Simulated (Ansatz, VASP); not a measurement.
Two plane-wave programs on AlNi

```xyz
2
Lattice="1.9875 -1.9874 0.0000 1.9875 1.9874 0.0000 0.0000 0.0000 2.7159" Properties=species:S:1:pos:R:3 pbc="T T T"
Al    0.0000    0.0000    0.0000
Ni    1.9875    0.0000    1.3579
```

Alike in both runs: task single point; functional PBEsol; k mesh 16 × 16 × 16; occupations gaussian, width 0.15 eV; no spin polarisation.

|  | VASP | Ansatz |
| --- | --- | --- |
| version | VASP 6.6.1 | Ansatz 0.2.0 |
| potentials or method | VASP PAW PBE potentials, release 64 (Al, Ni), cutoff 520 eV | scalar-relativistic, plane waves, PAW |
| valence electrons in the cell | 13 | 21 |

```csv
,VASP,Ansatz,Ansatz less VASP
gap on the k mesh at the Fermi level (eV),none,none,-
pressure (GPa),19.1,18.6,-0.44
"traceless stress, the component that is largest in VASP (GPa)",2.94,2.87,-0.069
```

VASP's potentials were made for PBE, not for PBEsol, and Ansatz warns of the same on its side. A gap of «none» marks a metal or a gap that the smearing closes. VASP's potentials hold 13 valence electrons a cell and Ansatz's 21, so a difference there can come from the potentials and not from the codes. Ansatz's warnings: near symmetry operations not taken.
